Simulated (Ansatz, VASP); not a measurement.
YSi2Ir2 in VASP and in Ansatz

```
Y Si Ir
1.0
     4.06690    0.00000    0.00000
     0.00000    4.06690    0.00000
     0.00000    0.00000    9.70282
Y Si Ir
2 4 4
Direct
  0.50000 0.00000 0.25358
  0.00000 0.50000 0.74642
  0.00000 0.00000 0.50000
  0.50000 0.50000 0.50000
  0.50000 0.00000 0.86884
  0.00000 0.50000 0.13116
  0.00000 0.00000 0.00000
  0.50000 0.50000 0.00000
  0.50000 0.00000 0.62851
  0.00000 0.50000 0.37149
```

Alike in both runs: functional LDA; k mesh 12 × 12 × 6; occupations gaussian, width 0.05 eV; no spin polarisation.

Ansatz relaxed the structure, and its values are those at the end. VASP's run is a single point on that final structure, the one shown.

```csv
,VASP,Ansatz
version,VASP 6.6.1,Ansatz 0.2.0
potentials or method,"VASP PAW LDA potentials, release 64 (Y_sv, Si, Ir)","scalar-relativistic, plane waves, PAW"
plane-wave cutoff (eV),520,420
valence electrons in the cell,74,106
```

VASP gave:

```
gap on the k mesh at the Fermi level (eV) : none
pressure (GPa)                            : 0.9
rms of the force components (eV/Å)        : 0.016
```

Task: What did Ansatz give for the same quantities?

Result: gap on the k mesh at the Fermi level (eV): none; pressure (GPa): 0.0; rms of the force components (eV/Å): 0.000.

LDA's correlation is that of Perdew and Zunger in VASP and of Perdew and Wang (1992) in Ansatz. A gap of «none» marks a metal or a gap that the smearing closes. VASP's potentials hold 74 valence electrons a cell and Ansatz's 106, so a difference there can come from the potentials and not from the codes.

Neither program's run includes spin-orbit coupling.
